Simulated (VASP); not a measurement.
A run of VASP 6.6.1 is set up as follows.

The input INCAR:

```
SYSTEM = SnSe2
  ALGO = Normal
  EDIFF = 1E-6
  ENCUT = 500
  GGA = PE
  GGA_COMPAT = .False.
  ISIF = 2
  ISMEAR = 0
  IVDW = 12
  LASPH = .True.
  LCHARG = .True.
  LELF = .True.
  LREAL = .False.
  LVHAR = .True.
  LWAVE = .False.
  NBANDS = 20
  NELM = 120
  PREC = Accurate
  SIGMA = 0.03
```

File KPOINTS:

```
k-points
0
Gamma
  12 12 6
  0 0 0
```

POSCAR

```
SnSe2
1.0
    3.9840000000      0.0000000000      0.0000000000
   -1.9920000000      3.4502452087      0.0000000000
    0.0000000000      0.0000000000      6.9835000000
Sn Se
1 2
Direct
    0.0000000000      0.0000000000      0.0000000000
    0.3333333333      0.6666666667      0.2651331237
    0.6666666667      0.3333333333      0.7348668763
```

Potentials or basis: VASP PAW PBE potentials, release 64 (Sn_d, Se).

Command:

```sh
$ cat potpaw_PBE.64/Sn_d/POTCAR potpaw_PBE.64/Se/POTCAR > POTCAR
$ mpirun -np 1 vasp_std > vasp.out
```

Question: Predict the dispersion energy per atom.

Answer: -0.288 eV.

Question: What does it give for the band gap on the k mesh?

Answer: Zero (bands 13 and 14 overlap by 0.19 eV).

Question: What does it give for the pressure?

Answer: -8.5 GPa.

Forces on the atoms (eV/Å):
```
Sn   0.000  0.000  0.000
Se   0.000  0.000 -1.711
Se   0.000  0.000  1.711
```

Caveat: the stress differs along the axes, from -13 to -6 GPa; semilocal functionals underestimate gaps, and a narrow one can read as zero; spin-orbit coupling is left out, which moves the levels of the heavy elements; forces of over 1 eV/Å act on the atoms, so gaps and moduli don't describe the material at rest.
